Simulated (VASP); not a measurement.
# CsAg2 (Pn-3m) in VASP: relaxation of cell and atoms with PBE

Aim: the relaxation of cell and atoms of CsAg2 with PBE.

Program: VASP 6.6.1. These are calculated values, not measurements. Logs are shortened: lines on timing, memory, paths and dates and some standing lists are left out, and cuts for length are marked.

### 1 The cell of the first run

Symmetry: Pn-3m, No. 224, cubic system. The conventional cell has a = 5.759 Å, b = 5.759 Å, c = 5.759 Å, α = 90.00°, β = 90.00°, γ = 90.00°. Within 3.3 Å of Cs (site symmetry -43m) lie 4 Ag at 2.49 Å. Ag (site symmetry -3m) has 2 Cs at 2.49 Å within 3.3 Å.

### 2 Relaxation of cell and atoms, PBE

Input file INCAR:

```
PREC = Accurate
ENCUT = 630
EDIFF = 1E-7
ISMEAR = 0
SIGMA = 0.1
LREAL = False
LASPH = True
NELM = 120
ALGO = Normal
ISIF = 3
LWAVE = False
LCHARG = False
GGA = PE
IBRION = 2
NSW = 90
EDIFFG = -0.04
GGA_COMPAT = False
NELMIN = 4
```

Input file KPOINTS:

```
Automatic mesh
0
Gamma
  4 4 4
```

Input file POSCAR:

```
CsAg2
1.0
    5.7592858835      0.0000000000      0.0000000000
    0.0000000000      5.7592858835      0.0000000000
    0.0000000000      0.0000000000      5.7592858835
Cs Ag
2 4
Direct
    0.0000000000      0.0000000000      0.0000000000
    0.5000000000      0.5000000000      0.5000000000
    0.2500000000      0.2500000000      0.2500000000
    0.2500000000      0.7500000000      0.7500000000
    0.7500000000      0.7500000000      0.2500000000
    0.7500000000      0.2500000000      0.7500000000
```

Potentials or basis: VASP PAW PBE potentials, release 64 (Cs_sv, Ag_sv_GW).

On the command line:

```bash
$ cat potpaw_PBE.64/Cs_sv/POTCAR potpaw_PBE.64/Ag_sv_GW/POTCAR > POTCAR
$ mpirun -np 1 vasp_std > vasp.out
```

OUTCAR:

```text
PREC = Accurate
   ENCUT = 630
   EDIFF = 1E-7
   ISMEAR = 0
   LREAL = False
   LASPH = True
   NELM = 120
   ISIF = 3
   GGA = PE
   IBRION = 2
   NSW = 90
   EDIFFG = -0.04
   NELMIN = 4

 ion  position               nearest neighbor table
   1  0.000  0.000  0.000-   3 2.49   4 2.49   5 2.49   6 2.49
   2  0.500  0.500  0.500-   3 2.49   4 2.49   5 2.49   6 2.49
   3  0.250  0.250  0.250-   1 2.49   2 2.49
   4  0.250  0.750  0.750-   1 2.49   2 2.49
   5  0.750  0.750  0.250-   1 2.49   2 2.49
   6  0.750  0.250  0.750-   1 2.49   2 2.49

  LATTYP: Found a simple cubic cell.
 ALAT       =     5.7592858835

  Lattice vectors:

 A1 = (   5.7592858835,   0.0000000000,   0.0000000000)
 A2 = (   0.0000000000,   5.7592858835,   0.0000000000)
 A3 = (   0.0000000000,   0.0000000000,   5.7592858835)

Analysis of symmetry for initial positions (statically):
=====================================================================
 Subroutine PRICEL returns:
 Original cell was already a primitive cell.

 Routine SETGRP: Setting up the symmetry group for a
 simple cubic supercell.

 Subroutine GETGRP returns: Found 48 space group operations
 (whereof 24 operations were pure point group operations)
 out of a pool of 48 trial point group operations.

The static configuration has the point symmetry T_d .
 The point group associated with its full space group is O_h .

Analysis of symmetry for dynamics (positions and initial velocities):
=====================================================================
 Subroutine PRICEL returns:
 Original cell was already a primitive cell.

 Routine SETGRP: Setting up the symmetry group for a
 simple cubic supercell.

 Subroutine GETGRP returns: Found 48 space group operations
 (whereof 24 operations were pure point group operations)
 out of a pool of 48 trial point group operations.

The dynamic configuration has the point symmetry T_d .
 The point group associated with its full space group is O_h .

 Subroutine INISYM returns: Found 48 space group operations
 (whereof 24 operations are pure point group operations),
 and found     1 'primitive' translations

----------------------------------------------------------------------------------------

                                     Primitive cell

  volume of cell :     191.0319

[... 83 lines left out ...]
   EDIFFG = -.4E-01   stopping-criterion for IOM
   NSW    =     90    number of steps for IOM
   IBRION =      2    ionic relax: 0-MD 1-quasi-New 2-CG
   NFREE  =      1    steps in history (QN), initial steepest desc. (CG)
   ISIF   =      3    stress and relaxation
   ISYM   =      2    0-nonsym 1-usesym 2-fastsym
   POTIM  = 0.5000    time-step for ionic-motion
   TEBEG  =    0.0;   TEEND  =   0.0 temperature during run
   PSTRESS=    0.0 pullay stress
   NELECT =      94.0000    total number of electrons
   NUPDOWN=      -1.0000    fix difference up-down
   EMIN   =  10.00;   EMAX   =-10.00  energy-range for DOS
   EFERMI =   0.00;   METHOD = LEGACY
   ISMEAR =     0;   SIGMA  =   0.10  broadening in eV -4-tet -1-fermi 0-gaus
   EFERMI_NEDOS =   21; number of points for ismear=-14 and -15
   IALGO  =     38    algorithm
   IMIX   =      4    mixing-type and parameters
     AMIX     =   0.40;   BMIX     =  1.00
     AMIX_MAG =   1.60;   BMIX_MAG =  1.00
  volume/ion in A,a.u.               =      31.84       214.86
  Fermi-wavevector in a.u.,A,eV,Ry     =   1.292455  2.442386 22.727720  1.670440
  Thomas-Fermi vector in A             =   2.424162
   LORBIT       =      0    0 simple, 1 ext, 2 COOP (PROOUT), +10 PAW based schemes
   GGA     = PE    functional components
   LHFCALC =     F    Hartree Fock is set to
   AEXX    =    0.0000 exact exchange contribution
   IVDW    =     0    specifies the selected vdW correction
   LEPSILON=     F    determine dielectric tensor
   LRPA    =     F    only Hartree local field effects (RPA)
 conjugate gradient relaxation of ions
 non-spin polarized calculation
 Gauss-broadening in eV      SIGMA  =   0.10
  energy-cutoff  :      630.00
  volume of cell :      191.03
 maximum number of plane-waves:      6886
 NGX is ok and might be reduce to    48
   NGX = 23   NGY = 23   NGZ = 23

--------------------------------------- Ionic step        1  -------------------------------------------

 number of electron      93.9999989 magnetization

 Free energy of the ion-electron system (eV)
  ---------------------------------------------------
  ext. energy  EPLUGINS =         0.00000000
  ---------------------------------------------------
  free energy    TOTEN  =        10.05046729 eV

  energy without entropy =       10.10917845  energy(sigma->0) =       10.07982287

------------------------ aborting loop because EDIFF is reached ----------------------------------------

  FORCE on cell =-STRESS in cart. coord.  units (eV):
  Direction    XX          YY          ZZ          XY          YZ          ZX
  --------------------------------------------------------------------------------------
  -------------------------------------------------------------------------------------
  Total       24.0157550     24.0157550     24.0157550      0.0000000     -0.0000000      0.0000000
  in kB      201.4192225    201.4192225    201.4192225      0.0000000     -0.0000000      0.0000000
  external PRESSURE =     201.4192225 kB  Pullay stress =       0.0000000 kB
[... 27 lines left out ...]
--------------------------------------- Ionic step        2  -------------------------------------------

 number of electron      94.0000013 magnetization

 E-fermi :   0.1119     XC(G=0):  -6.7657

 val. band max:        0.0862523823   @ k =   0.5000   0.2500   0.2500
 cond. band min:       0.1603871603   @ k =   0.5000   0.2500   0.0000
 fundamental gap:      0.0741347779
 Fermi energy:         0.1118567840

 k-point     1 :       0.0000    0.0000    0.0000
  band No.  band energies     occupation
      1     -91.1713      2.00000
      2     -91.1713      2.00000
      3     -91.1713      2.00000
      4     -91.1709      2.00000
      5     -54.7872      2.00000
      6     -54.7872      2.00000
[... 818 lines left out ...]
--------------------------------------- Ionic step        8  -------------------------------------------

 number of electron      93.9999717 magnetization

 Free energy of the ion-electron system (eV)
  ---------------------------------------------------
  ext. energy  EPLUGINS =         0.00000000
  ---------------------------------------------------
  free energy    TOTEN  =         2.55560178 eV

  energy without entropy =        2.62075432  energy(sigma->0) =        2.58817805

 E-fermi :  -1.0873     XC(G=0):  -5.6650

 val. band max:       -1.1255255758   @ k =   0.2500   0.2500   0.0000
 cond. band min:      -1.0578595526   @ k =   0.5000   0.2500   0.0000
 fundamental gap:      0.0676660232
 Fermi energy:        -1.0873219976

 k-point     1 :       0.0000    0.0000    0.0000
  band No.  band energies     occupation
      1     -91.8333      2.00000
      2     -91.8333      2.00000
      3     -91.8333      2.00000
      4     -91.8328      2.00000
      5     -55.4142      2.00000
      6     -55.4139      2.00000
[... 612 lines left out ...]
  FREE ENERGIE OF THE ION-ELECTRON SYSTEM (eV)
  ---------------------------------------------------
  free  energy   TOTEN  =         2.5556017846 eV

  energy  without entropy=        2.6207543248  energy(sigma->0) =        2.58817805

 reached required accuracy - stopping structural energy minimisation
```

Wall time 33 min (1 thread of Intel Xeon Platinum 8259CL at 2.50GHz (Skylake/Cascade Lake), shared host); peak memory 0.41 GiB.

Results:

- Free energy: 2.5556 eV
- Relaxed volume: 72.98 Å³/atom
- Relaxed cell: a = 7.594 Å, b = 7.594 Å, c = 7.594 Å, α = 90.00°, β = 90.00°, γ = 90.00°
- Space group after relaxing (to 0.1 Å): Pn-3m (No. 224)
- Energy gained by relaxing: 1249.1 meV/atom
- Ionic steps: 8
- Pressure after relaxing: 0.0 GPa
- Band gap on the k mesh: zero (bands 47 and 48 overlap by 0.41 eV)

Step by step:
| step | energy change (eV) | largest force (eV/Å) | pressure (GPa) | volume (Å³) |
| --- | --- | --- | --- | --- |
| 1 | 0.0000 | 0.0000 | 20.14 | 191.03 |
| 2 | -6.5877 | 0.0000 | 2.36 | 324.44 |
| 3 | -7.0785 | 0.0000 | 1.58 | 365.17 |
| 4 | -7.4549 | 0.0000 | -0.74 | 456.58 |
| 5 | -7.4652 | 0.0000 | 0.52 | 421.22 |
| 6 | -7.4936 | 0.0000 | 0.12 | 434.96 |
| 7 | -7.4940 | 0.0000 | -0.10 | 441.25 |
| 8 | -7.4949 | 0.0000 | 0.02 | 437.91 |

Final structure:
```
CELL_PARAMETERS angstrom
7.59382 0.00000 0.00000
0.00000 7.59382 0.00000
0.00000 0.00000 7.59382
ATOMIC_POSITIONS crystal
Cs 0.00000 0.00000 0.00000
Cs 0.50000 0.50000 0.50000
Ag 0.25000 0.25000 0.25000
Ag 0.25000 0.75000 0.75000
Ag 0.75000 0.75000 0.25000
Ag 0.75000 0.25000 0.75000
```

Caveat: the volume moved by over 15 % at a fixed basis, so the end points are rough; spin-orbit coupling is left out, which moves the levels of the heavy elements.

The gap in the log of VASP goes by the Fermi energy; the results here count the filled bands.